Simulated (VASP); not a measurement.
Wanted: the native input for a VASP 6.6.1 run.

```
Task                   : single point
Functional             : PBEsol
Potentials or basis    : VASP PAW PBE potentials, release 64 (Tl_d)
Cutoff                 : 520 eV
k mesh                 : 18 × 18 × 18
Occupations            : gaussian, width 0.15 eV
Spin                   : no spin polarisation
Dipole correction      : no
Further INCAR settings : ALGO = Fast; EDIFF = 1e-06; NBANDS = 12
```

The structure of Tl lies in POSCAR:

```
Tl
1.0
   -1.8924750000      1.8924750000      1.9410000000
    1.8924750000     -1.8924750000      1.9410000000
    1.8924750000      1.8924750000     -1.9410000000
Tl
1
Direct
    0.0000000000      0.0000000000      0.0000000000
```

This cell differs from its parent crystal: strain -0.025 along x and y, +0.000 along z.

One way to write it, as run:

INCAR

```
ALGO = Fast ; EDIFF = 1E-6
ENCUT = 520 ; GGA = PS
ISIF = 2 ; ISMEAR = 0
LASPH = T ; LCHARG = F
LREAL = F ; LWAVE = F
NBANDS = 12 ; NELM = 60
PREC = Accurate ; SIGMA = 0.15
```

KPOINTS

```
k-points
0
Gamma
  18 18 18
```

Potentials or basis: VASP PAW PBE potentials, release 64 (Tl_d).

Launch:

```console
$ cat potpaw_PBE.64/Tl_d/POTCAR > POTCAR
$ mpirun -np 1 vasp_std > vasp.out
```

It gave:

```json
{
 "Pressure": "1.0 GPa",
 "Band gap on the k mesh": "zero (an odd number of electrons rules out a gap without spin polarisation)"
}
```

Caveat: the cell differs from its parent crystal (strain -0.025 along x and y, +0.000 along z); the PAW data sets were made with another functional, which shifts forces and pressure a little; spin-orbit coupling is left out, which moves the levels of the heavy elements.

It took 2.7 min on 1 thread of Intel Xeon 8259CL, on a shared host, peak memory 0.28 GiB.
